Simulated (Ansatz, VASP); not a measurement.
## Pb in VASP and in Ansatz

```
Pb
1.0
     3.49522    0.00000    0.00000
    -1.74761    3.02695    0.00000
     0.00000    0.00000    5.86128
Pb
2
Direct
  0.33333 0.66667 0.25000
  0.66667 0.33333 0.75000
```

Alike in both runs: functional r2SCAN; k mesh 12 × 12 × 8; occupations gaussian, width 0.1 eV; no spin polarisation.

Ansatz relaxed the structure, and its values are those at the end. VASP's run is a single point on that final structure, the one shown.

```csv
,VASP,Ansatz
version,VASP 6.6.1,Ansatz 0.2.0
potentials or method,"VASP PAW PBE potentials, release 64 (Pb_d), cutoff 520 eV","scalar-relativistic, plane waves, PAW"
valence electrons in the cell,28,28
```

```tsv
	VASP	Ansatz	Ansatz less VASP
gap on the k mesh at the Fermi level (eV)	none	none	-
pressure (GPa)	0.0	0.0	0.00
```

VASP's potentials were made for PBE, not for r2SCAN. A gap of «none» marks a metal or a gap that the smearing closes.

Spin-orbit coupling is off throughout.
